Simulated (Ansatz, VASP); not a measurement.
## GaAsSe3: VASP beside Ansatz

Contents of INCAR:

```
PREC = Accurate
ENCUT = 500
EDIFF = 1E-7
ISMEAR = 0
SIGMA = 0.15
LREAL = False
LASPH = True
NELM = 120
ALGO = Normal
ISIF = 3
LWAVE = False
LCHARG = False
GGA = PE
IBRION = 2
NSW = 36
EDIFFG = -0.08
GGA_COMPAT = False
NELMIN = 4
```

File KPOINTS:

```
Automatic mesh
0
Gamma
  3 3 2
```

The input POSCAR:

```
GaAsSe3
1.0
    4.8642538900      0.0000000000      0.0000000000
   -2.4321269400      4.2125674400      0.0000000000
    0.0000000000      0.0000000000      7.6758089300
Ga As Se
1 1 3
Direct
    0.6666666700      0.3333333300      0.2250700000
    0.3333333300      0.6666666700      0.7796450300
    0.0000000000      0.0000000000      0.0044930000
    0.3333333300      0.6666666700      0.3649359900
    0.6666666700      0.3333333300      0.6258559800
```

Input for Ansatz:

```yaml
crystal:
  lattice:
    - [4.86425389, 0.0, 0.0]
    - [-2.43212694, 4.21256744, 0.0]
    - [0.0, 0.0, 7.67580893]
  atoms:
    - { symbol: Ga, position: [0.66666667, 0.33333333, 0.22507] }
    - { symbol: As, position: [0.33333333, 0.66666667, 0.77964503] }
    - { symbol: Se, position: [0.0, 0.0, 0.004493] }
    - { symbol: Se, position: [0.33333333, 0.66666667, 0.36493599] }
    - { symbol: Se, position: [0.66666667, 0.33333333, 0.62585598] }
basis:
  ecutwfc: 420
kpoints:
  mp_grid: { grid: [3, 3, 2] }
hamiltonian:
  xc: pbe
scf:
  occupations: { method: gaussian, width: 0.15 }
  lower_state_search: "off"
output:
  forces: true
  stress: true
  eigenvalues: true
relax:
  adjacent_minimum: "off"
  f_tol: 0.08
  max_steps: 16
  cell: { stress_tol: 0.8 }
```

Change from the starting cell: species swapped into the Mg3BiSb type (P3m1, No. 156).

Alike in both runs: task relaxation of cell and atoms; functional PBE; k mesh 3 × 3 × 2; occupations gaussian, width 0.15 eV; no spin polarisation.

|  | VASP | Ansatz |
| --- | --- | --- |
| version | VASP 6.6.1 | Ansatz 0.2.0 |
| potentials or method | VASP PAW PBE potentials, release 64 (Ga_d, As, Se), cutoff 500 eV | scalar-relativistic, plane waves, PAW |
| valence electrons in the cell | 36 | 76 |

|  | VASP | Ansatz | Ansatz less VASP |
| --- | --- | --- | --- |
| gap on the k mesh at the Fermi level, each at its own relaxed structure (eV) | 0.55 | 0.50 | -0.058 |
| relaxed volume (Å³/atom) | 24.21 | 23.95 | -0.264 |
| relaxed cell length with the largest relative difference (Å) | 9.471 | 9.306 | -0.1643 |

VASP's potentials hold 36 valence electrons a cell and Ansatz's 76, so a difference there can come from the potentials and not from the codes.

The k mesh is coarse, so the values compare programs but aren't converged. Noted on VASP's run: the volume moved by over 15 % at a fixed basis, so the end points are rough.
